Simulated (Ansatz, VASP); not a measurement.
## One calculation of BN, two programs

INCAR

```
SYSTEM = BN
PREC = Accurate
ENCUT = 520
EDIFF = 1E-8
ISMEAR = -1
SIGMA = 0.03
LREAL = .False.
LASPH = .True.
NELM = 80
ALGO = Normal
ISIF = 2
LWAVE = .False.
LCHARG = .False.
GGA = PE
LEFG = .True.
NBANDS = 11
```

Contents of KPOINTS:

```
Automatic mesh
0
Gamma
  13 13 13
  0 0 0
```

POSCAR

```
BN
1.0
    0.0000000000      1.8075000000      1.7532750000
    1.8075000000      0.0000000000      1.7532750000
    1.8075000000      1.8075000000      0.0000000000
B N
1 1
Direct
    0.0000000000      0.0000000000      0.0000000000
    0.7500000000      0.7500000000      0.7500000000
```

Input for Ansatz:

```yaml
crystal:
  lattice:
    - [0.0, 1.8075, 1.753275]
    - [1.8075, 0.0, 1.753275]
    - [1.8075, 1.8075, 0.0]
  atoms:
    - { symbol: B, position: [0.0, 0.0, 0.0] }
    - { symbol: "N", position: [0.75, 0.75, 0.75] }
kpoints:
  mp_grid: { grid: [13, 13, 13] }
scf:
  occupations: { method: fermi_dirac, width: 0.03 }
hamiltonian:
  xc: pbe
  pseudopotentials: { kind: all_electron, datasets: crystal }
output:
  forces: true
  stress: true
  eigenvalues: true
  efg: { contact_densities: true }
```

Change from the starting cell: zz strain of -3 %, crystal datasets.

Alike in both runs: task electric field gradients; functional PBE; k mesh 13 × 13 × 13; occupations fermi-dirac, width 0.03 eV; no spin polarisation.

```csv
,VASP,Ansatz
version,VASP 6.6.1,Ansatz 0.2.0
potentials or method,"VASP PAW PBE potentials, release 64 (B, N), cutoff 520 eV","all-electron PAW with datasets made for the crystal, scalar-relativistic"
```

|  | VASP | Ansatz | Ansatz less VASP |
| --- | --- | --- | --- |
| gap on the k mesh at the Fermi level (eV) | 4.03 | 4.04 | +0.010 |
| pressure (GPa) | 15.7 | 15.3 | -0.35 |
| traceless stress, the component that is largest in VASP (GPa) | 12.29 | 12.30 | +0.015 |
| size of Vzz on the site where it differs most (V/Å²) | 1.1 | 0.8 | -0.26 |

Ansatz ran all-electron here, and VASP with PAW potentials.
